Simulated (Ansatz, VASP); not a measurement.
**One calculation of BeTe3, two programs**

File INCAR:

```
SYSTEM = BeTe3
PREC = Accurate
ENCUT = 520
EDIFF = 1E-6
ISMEAR = 0
SIGMA = 0.1
LREAL = .False.
LASPH = .True.
NELM = 100
ALGO = Normal
ISIF = 2
LWAVE = .False.
LCHARG = .False.
GGA = PE
NBANDS = 18
```

KPOINTS

```
regular mesh
0
Gamma
  10 10 10
  0 0 0
```

The input POSCAR:

```
BeTe3
1.0
    4.6598544591      0.0000000000      0.0000000000
    0.0000000000      4.6598544591      0.0000000000
    0.0000000000      0.0000000000      4.6598544591
Be Te
1 3
Direct
    0.0000000000      0.0000000000      0.0000000000
    0.5000000000      0.5000000000      0.0000000000
    0.5000000000      0.0000000000      0.5000000000
    0.0000000000      0.5000000000      0.5000000000
```

Input for Ansatz:

```yaml
crystal:
  lattice:
    - [4.6598544591, 0.0, 0.0]
    - [0.0, 4.6598544591, 0.0]
    - [0.0, 0.0, 4.6598544591]
  atoms:
    - { symbol: Be, position: [0.0, 0.0, 0.0] }
    - { symbol: Te, position: [0.5, 0.5, 0.0] }
    - { symbol: Te, position: [0.5, 0.0, 0.5] }
    - { symbol: Te, position: [0.0, 0.5, 0.5] }
basis:
  ecutwfc: 420
kpoints:
  mp_grid: { grid: [10, 10, 10] }
  band_path:
    path:
      - [[0.0, 0.0, 0.0], [0.0, 0.5, 0.0], [0.5, 0.5, 0.0], [0.0, 0.0, 0.0], [0.5, 0.5, 0.5], [0.0, 0.5, 0.0]]
      - [[0.5, 0.5, 0.5], [0.5, 0.5, 0.0]]
    npoints: 14
hamiltonian:
  xc: pbe
scf:
  occupations: { method: gaussian, width: 0.1 }
  n_extra_bands: 10
output:
  forces: true
  stress: true
  eigenvalues: true
  populations: true
  dos: { projected: true, de: 0.02, nscf_kmesh: { grid: [12, 12, 12] } }
  bader: true
  write_density: true
  write_potential: true
  elf: true
  volumetric_format: npy
```

Alike in both runs: task single point; functional PBE; k mesh 10 × 10 × 10; occupations gaussian, width 0.1 eV; no spin polarisation.

|  | VASP | Ansatz |
| --- | --- | --- |
| version | VASP 6.6.1 | Ansatz 0.2.0 |
| potentials or method | VASP PAW PBE potentials, release 64 (Be, Te), cutoff 520 eV | scalar-relativistic, plane waves, PAW |
| valence electrons in the cell | 20 | 50 |

|  | VASP | Ansatz | Ansatz less VASP |
| --- | --- | --- | --- |
| gap on the k mesh at the Fermi level (eV) | none | none | - |
| pressure (GPa) | -0.1 | 0.0 | +0.06 |

A gap of «none» marks a metal or a gap that the smearing closes. VASP's potentials hold 20 valence electrons a cell and Ansatz's 50, so a difference there can come from the potentials and not from the codes.

Neither program's run includes spin-orbit coupling.
